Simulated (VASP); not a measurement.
# CO4 in VASP: notebook

Runs on CO4. Level: PBE+D3(BJ). Tasks: single point.

All numbers are computed with VASP 6.6.1; they aren't measurements. Logs are shortened: lines on timing, memory, paths and dates and some standing lists are left out, and cuts for length are marked.

## (1) The cell of the first run

The cell holds an amorphous packing of atoms, 15 atoms: a = 7.198 Å, b = 7.198 Å, c = 7.198 Å, α = 90.00°, β = 90.00°, γ = 90.00°.

## (2) Single point, PBE+D3(BJ), collinear spin

The input, INCAR:

```
PREC = Accurate ; ENCUT = 520
EDIFF = 1E-6 ; ISMEAR = -1
SIGMA = 0.02 ; LREAL = Auto
LASPH = T ; NELM = 150
ALGO = Normal ; ISIF = 2
LWAVE = F ; LCHARG = F
ISPIN = 2 ; MAGMOM = 0.56 0.56 0.56 0.56 0.55 0.56 0 0 0 0 0 0 0 0 0
LORBIT = 11 ; GGA = PE
IVDW = 12 ; NBANDS = 59
```

The input, KPOINTS:

```
regular mesh
0
Gamma
  1 1 1
```

The input, POSCAR:

```
CO4
1.0
    7.1977620000      0.0000000000      0.0000000000
    0.0000000000      7.1977620000      0.0000000000
    0.0000000000      0.0000000000      7.1977620000
O C
12 3
Direct
    0.3831607658      0.5146182939      0.4501121321
    0.3494697380      0.6257361663      0.3244063919
   -0.1230660308      0.8050557937      0.4778012943
   -0.2092455961      0.6566624459      0.4839004124
    0.6075360647      0.1021567537      0.3369797445
    0.6368785186      0.2280986785      0.2330307671
    0.8275211100      0.0561424509      0.8424285215
    0.6162054261      0.2822544007      0.7490661681
    0.4573088135      0.6578016889      0.8602257202
    0.1726647811      0.5136040897      0.9294416792
    0.1616474676      0.0459170503      0.5296646374
    0.2423253228      0.1091728234      0.8440818132
    0.7266286382      0.1721507324      0.7929825965
    0.3174458950      0.5787632322      0.8965981370
    0.1948939129      0.0787744857      0.6884362111
```

Potentials or basis: VASP PAW PBE potentials, release 64 (O, C).

Run with:

```bash
cat potpaw_PBE.64/O/POTCAR potpaw_PBE.64/C/POTCAR > POTCAR
mpirun -np 1 vasp_gam > vasp.out
```

OUTCAR:

```text
PREC = Accurate
   ENCUT = 520
   EDIFF = 1E-6
   ISMEAR = -1
   LREAL = Auto
   LASPH = T
   NELM = 150
   ISIF = 2
   ISPIN = 2
   LORBIT = 11
   GGA = PE
   IVDW = 12
 IVDW          = 12

 ion  position               nearest neighbor table
   1  0.383  0.515  0.450-   2 1.23
   2  0.349  0.626  0.324-   1 1.23
   3  0.877  0.805  0.478-   4 1.24
   4  0.791  0.657  0.484-   3 1.24
   5  0.608  0.102  0.337-   6 1.19
   6  0.637  0.228  0.233-   5 1.19
   7  0.828  0.056  0.842-  13 1.16
   8  0.616  0.282  0.749-  13 1.17
   9  0.457  0.658  0.860-  14 1.19
  10  0.173  0.514  0.929-  14 1.17
  11  0.162  0.046  0.530-  15 1.19
  12  0.242  0.109  0.844-  15 1.19
  13  0.727  0.172  0.793-   7 1.16   8 1.17
  14  0.317  0.579  0.897-  10 1.17   9 1.19
  15  0.195  0.079  0.688-  11 1.19  12 1.19

  LATTYP: Found a simple cubic cell.
 ALAT       =     7.1977620000

  Lattice vectors:

 A1 = (   7.1977620000,   0.0000000000,   0.0000000000)
 A2 = (   0.0000000000,   7.1977620000,   0.0000000000)
 A3 = (   0.0000000000,   0.0000000000,   7.1977620000)

Analysis of symmetry for initial positions (statically):
=====================================================================
 Subroutine PRICEL returns:
 Original cell was already a primitive cell.

 Routine SETGRP: Setting up the symmetry group for a
 simple cubic supercell.

 Subroutine GETGRP returns: Found  1 space group operations
 (whereof  1 operations were pure point group operations)
 out of a pool of 48 trial point group operations.

The static configuration has the point symmetry C_1 .

Analysis of symmetry for dynamics (positions and initial velocities):
=====================================================================
 Subroutine PRICEL returns:
 Original cell was already a primitive cell.

 Routine SETGRP: Setting up the symmetry group for a
 simple cubic supercell.

 Subroutine GETGRP returns: Found  1 space group operations
 (whereof  1 operations were pure point group operations)
 out of a pool of 48 trial point group operations.

The dynamic configuration has the point symmetry C_1 .

Analysis of structural, dynamic, and magnetic symmetry:
=====================================================================
 Subroutine PRICEL returns:
 Original cell was already a primitive cell.

 Routine SETGRP: Setting up the symmetry group for a
 simple cubic supercell.

 Subroutine GETGRP returns: Found  1 space group operations
 (whereof  1 operations were pure point group operations)
 out of a pool of 48 trial point group operations.

The overall configuration has the point symmetry C_1 .

 Subroutine INISYM returns: Found  1 space group operations
 (whereof  1 operations are pure point group operations),
 and found     1 'primitive' translations

----------------------------------------------------------------------------------------

                                     Primitive cell

  volume of cell :     372.9001

  direct lattice vectors                    reciprocal lattice vectors
     7.197762000  0.000000000  0.000000000     0.138932074  0.000000000  0.000000000
     0.000000000  7.197762000  0.000000000     0.000000000  0.138932074  0.000000000
     0.000000000  0.000000000  7.197762000     0.000000000  0.000000000  0.138932074

  length of vectors
     7.197762000  7.197762000  7.197762000     0.138932074  0.138932074  0.138932074

  position of ions in fractional coordinates (direct lattice)
     0.383160766  0.514618294  0.450112132
     0.349469738  0.625736166  0.324406392
     0.876933969  0.805055794  0.477801294
     0.790754404  0.656662446  0.483900412
     0.607536065  0.102156754  0.336979744
     0.636878519  0.228098678  0.233030767
     0.827521110  0.056142451  0.842428521
     0.616205426  0.282254401  0.749066168
     0.457308813  0.657801689  0.860225720
     0.172664781  0.513604090  0.929441679
     0.161647468  0.045917050  0.529664637
     0.242325323  0.109172823  0.844081813
     0.726628638  0.172150732  0.792982597
     0.317445895  0.578763232  0.896598137
     0.194893913  0.078774486  0.688436211

[... 70 lines left out ...]
   NFREE  =      0    steps in history (QN), initial steepest desc. (CG)
   ISIF   =      2    stress and relaxation
   ISYM   =      2    0-nonsym 1-usesym 2-fastsym
   POTIM  = 0.5000    time-step for ionic-motion
   TEBEG  =    0.0;   TEEND  =   0.0 temperature during run
   PSTRESS=    0.0 pullay stress
   NELECT =      84.0000    total number of electrons
   NUPDOWN=      -1.0000    fix difference up-down
   EMIN   =  10.00;   EMAX   =-10.00  energy-range for DOS
   EFERMI =   0.00;   METHOD = LEGACY
   ISMEAR =    -1;   SIGMA  =   0.02  broadening in eV -4-tet -1-fermi 0-gaus
   EFERMI_NEDOS =   21; number of points for ismear=-14 and -15
   IALGO  =     38    algorithm
   IMIX   =      4    mixing-type and parameters
     AMIX     =   0.40;   BMIX     =  1.00
     AMIX_MAG =   1.60;   BMIX_MAG =  1.00
  volume/ion in A,a.u.               =      24.86       167.76
  Fermi-wavevector in a.u.,A,eV,Ry     =   0.996102  1.882360 13.499960  0.992219
  Thomas-Fermi vector in A             =   2.128167
   LORBIT       =     11    0 simple, 1 ext, 2 COOP (PROOUT), +10 PAW based schemes
   GGA     = PE    functional components
   LHFCALC =     F    Hartree Fock is set to
   AEXX    =    0.0000 exact exchange contribution
   IVDW    =    12    specifies the selected vdW correction
   LEPSILON=     F    determine dielectric tensor
   LRPA    =     F    only Hartree local field effects (RPA)
 spin polarized calculation
  energy-cutoff  :      520.00
  volume of cell :      372.90
 maximum number of plane-waves:      5030
 NGX is ok and might be reduce to    54
   NGX = 27   NGY = 27   NGZ = 27

 number of electron      84.0000007 magnetization       5.9998713

 Free energy of the ion-electron system (eV)
  ---------------------------------------------------
  ext. energy  EPLUGINS =         0.00000000
  ---------------------------------------------------
  free energy    TOTEN  =       -98.45494320 eV

  energy without entropy =      -98.45494320  energy(sigma->0) =      -98.45494320

 E-fermi :  -3.1966     XC(G=0):  -5.7798

 val. band max:       -3.7804366981   @ k =   0.0000   0.0000   0.0000
 cond. band min:      -1.9126698485   @ k =   0.0000   0.0000   0.0000
 fundamental gap:      1.8677668496
 Fermi energy:        -3.1965766374

 spin component 1

 k-point     1 :       0.0000    0.0000    0.0000
  band No.  band energies     occupation
      1     -30.5338      1.00000
      2     -29.7285      1.00000
      3     -29.4197      1.00000
      4     -26.4294      1.00000
      5     -26.1124      1.00000
      6     -25.8984      1.00000
[... 46 lines left out ...]
     53       3.4680      0.00000
     54       3.5945      0.00000
 Fermi energy:        -3.1965766374

 spin component 2

 k-point     1 :       0.0000    0.0000    0.0000
  band No.  band energies     occupation
      1     -29.3505      1.00000
      2     -28.5174      1.00000
      3     -28.2039      1.00000
      4     -26.4268      1.00000
      5     -26.1090      1.00000
      6     -25.8965      1.00000
[... 46 lines left out ...]
     53       3.5907      0.00000
     54       3.7081      0.00000
 [bands above 54 left out]

------------------------ aborting loop because EDIFF is reached ----------------------------------------

 Edisp (eV)   -0.53212

 E8    (eV) :    -0.1297

  FORCE on cell =-STRESS in cart. coord.  units (eV):
  Direction    XX          YY          ZZ          XY          YZ          ZX
  --------------------------------------------------------------------------------------
  -------------------------------------------------------------------------------------
  Total       1.30104     3.15014    -1.82504    -0.94297    -2.85780    -0.55313
  in kB       5.58997    13.53466    -7.84135    -4.05148   -12.27862    -2.37654
  external pressure =        3.76 kB  Pullay stress =        0.00 kB

 VOLUME and BASIS-vectors are now :
 -----------------------------------------------------------------------------
  energy-cutoff  :      520.00
  volume of cell :      372.90
      direct lattice vectors                 reciprocal lattice vectors
     7.197762000  0.000000000  0.000000000     0.138932074  0.000000000  0.000000000
     0.000000000  7.197762000  0.000000000     0.000000000  0.138932074  0.000000000
     0.000000000  0.000000000  7.197762000     0.000000000  0.000000000  0.138932074

 POSITION                                       TOTAL-FORCE (eV/Angst)
 -----------------------------------------------------------------------------------
      2.75790      3.70410      3.23980        -0.061837     -0.022342      0.048088
      2.51540      4.50390      2.33500         0.004236      0.025252     -0.042792
      6.31196      5.79460      3.43910        -0.155842     -0.280071     -0.016945
      5.69166      4.72650      3.48300         0.075386      0.120657     -0.003810
      4.37290      0.73530      2.42550        -0.579694     -2.377392      1.984078
      4.58410      1.64180      1.67730         0.558670      2.382793     -2.023047
      5.95630      0.40410      6.06360         1.097140     -0.919702      0.310381
      4.43530      2.03160      5.39160        -0.495100      0.827416     -0.456132
      3.29160      4.73470      6.19170        -0.546472     -0.549219      0.256376
      1.24280      3.69680      6.68990        -0.674498     -0.618433      0.213809
      1.16350      0.33050      3.81240         0.098225      0.440921      1.387061
      1.74420      0.78580      6.07550        -0.627519     -0.288677     -1.366863
      5.23010      1.23910      5.70770        -0.652291      0.046394      0.147331
      2.28490      4.16580      6.45350         1.183813      1.317625     -0.457021
      1.40280      0.56700      4.95520         0.775783     -0.105223      0.019486
 -----------------------------------------------------------------------------------
    total drift:                                0.001226      0.017608      0.016501

  FREE ENERGIE OF THE ION-ELECTRON SYSTEM (eV)
  ---------------------------------------------------
  free  energy   TOTEN  =       -98.9870632343 eV

  energy  without entropy=      -98.9870632343  energy(sigma->0) =      -98.98706323

 total charge

# of ion       s       p       d       tot
------------------------------------------
    1        1.612   3.278   0.000   4.890
    2        1.611   3.278   0.000   4.889
    3        1.613   3.271   0.000   4.884
    4        1.611   3.274   0.000   4.885
    5        1.613   3.335   0.000   4.947
    6        1.612   3.337   0.000   4.949
    7        1.606   3.558   0.000   5.164
    8        1.605   3.552   0.000   5.158
    9        1.603   3.520   0.000   5.123
   10        1.606   3.546   0.000   5.152
   11        1.603   3.508   0.000   5.112
   12        1.603   3.508   0.000   5.111
   13        0.943   1.835   0.000   2.778
   14        0.932   1.801   0.000   2.733
   15        0.918   1.760   0.000   2.678
--------------------------------------------------
tot         22.091  46.362   0.000  68.453

 magnetization (x)

# of ion       s       p       d       tot
------------------------------------------
    1        0.010   0.799   0.000   0.809
    2        0.010   0.799   0.000   0.809
    3        0.010   0.802   0.000   0.812
    4        0.010   0.799   0.000   0.810
    5        0.010   0.795   0.000   0.806
    6        0.010   0.790   0.000   0.800
    7        0.000   0.002   0.000   0.002
    8        0.000   0.000   0.000   0.001
    9        0.000   0.001   0.000   0.001
   10        0.000   0.002   0.000   0.003
   11        0.000   0.002   0.000   0.002
   12        0.000   0.000   0.000   0.000
   13       -0.000   0.000   0.000   0.000
   14       -0.000  -0.000   0.000  -0.000
   15        0.000   0.000   0.000   0.000
--------------------------------------------------
tot          0.063   4.792   0.000   4.855
```

It took 65 s on 1 thread of Intel Xeon Platinum 8375C at 2.90GHz (Ice Lake), shared host; peak memory 0.47 GiB.

Results:

```
Free energy                                           : -98.9871 eV
Pressure                                              : 0.4 GPa
Largest force                                         : 3.175 eV/Å
Band gap on the k mesh                                : 1.87 eV
Net moment                                            : 6.00 μB per cell
Site moments                                          : O +0.81, +0.80, +0.00; C +0.00, -0.00 μB
Valence electrons inside the program's atomic spheres : O 4.89, 4.88, 4.95, 5.16, 5.12, 5.15, 5.11; C 2.78, 2.73, 2.68
Dispersion energy per atom                            : -0.035 eV
```

Forces on the atoms (eV/Å):
```
O   -0.062 -0.022  0.048
O    0.004  0.025 -0.043
O   -0.156 -0.280 -0.017
O    0.075  0.121 -0.004
O   -0.580 -2.377  1.984
O    0.559  2.383 -2.023
O    1.097 -0.920  0.310
O   -0.495  0.827 -0.456
O   -0.546 -0.549  0.256
O   -0.674 -0.618  0.214
O    0.098  0.441  1.387
O   -0.628 -0.289 -1.367
C   -0.652  0.046  0.147
C    1.184  1.318 -0.457
C    0.776 -0.105  0.019
```

Stress tensor (GPa, compression positive):
```
 0.56 -0.41 -0.24
-0.41  1.35 -1.23
-0.24 -1.23 -0.78
```

Levels at points of the mesh, in eV from the valence-band top:
Spin up:
| k point | band 42 | band 43 | band 44 | band 45 | band 46 | band 47 | band 48 | band 49 |
| --- | --- | --- | --- | --- | --- | --- | --- | --- |
| (0.00, 0.00, 0.00) | -0.24 | -0.16 | -0.09 | 0.00 | 4.73 | 5.82 | 5.93 | 6.13 |
Spin down:
```
           k point  band 35  band 36  band 37  band 38  band 39  band 40  band 41  band 42  band 43  band 44
(0.00, 0.00, 0.00)    -2.46    -2.25    -2.21    -2.15    -2.08     1.87     1.91     2.03     2.14     2.20
```

Caveat: the k points lie up to 0.87 Å⁻¹ apart; the standard files for N, O and F lose accuracy on very short bonds.

[end of part 1 of 2]
